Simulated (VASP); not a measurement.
Here is a VASP 6.6.1 calculation.

The input INCAR:

```
ALGO     = Normal         # electronic algorithm
EDIFF    = 1E-6           # SCF threshold, eV
ENCUT    = 520            # plane-wave cutoff, eV
GGA      = PE             # functional
ISIF     = 2              # what is computed and relaxed
ISMEAR   = -1             # smearing method
LASPH    = True           # aspherical terms in the spheres
LCHARG   = False          # write CHGCAR
LREAL    = False          # projectors in reciprocal space
LWAVE    = False          # write WAVECAR
NBANDS   = 15             # bands
NELM     = 60             # most SCF steps
PREC     = Accurate       # precision mode
SIGMA    = 0.02           # smearing width, eV
```

Contents of KPOINTS:

```
k-points
0
Gamma
  8 8 8
```

File POSCAR:

```
SrO
1.0
    3.1999847437      0.0000000000      0.0000000000
    0.0000000000      3.1999847437      0.0000000000
    0.0000000000      0.0000000000      3.1084705340
Sr O
1 1
Direct
    0.0000000000      0.0000000000      0.0000000000
    0.5000000000      0.5000000000      0.5000000000
```

Potentials or basis: VASP PAW PBE potentials, release 64 (Sr_sv, O).

Run with:

```bash
$ cat potpaw_PBE.64/Sr_sv/POTCAR potpaw_PBE.64/O/POTCAR > POTCAR
$ mpirun -np 1 vasp_std > vasp.out
```

(1) Estimate the band gap on the k mesh.

(2) What does it give for the pressure?

Answers

(1) 2.60 eV, indirect (least direct gap 2.69 eV).

(2) -2.2 GPa.

Caveat: the cell differs from its parent crystal (epitaxial xy strain +3.1%).
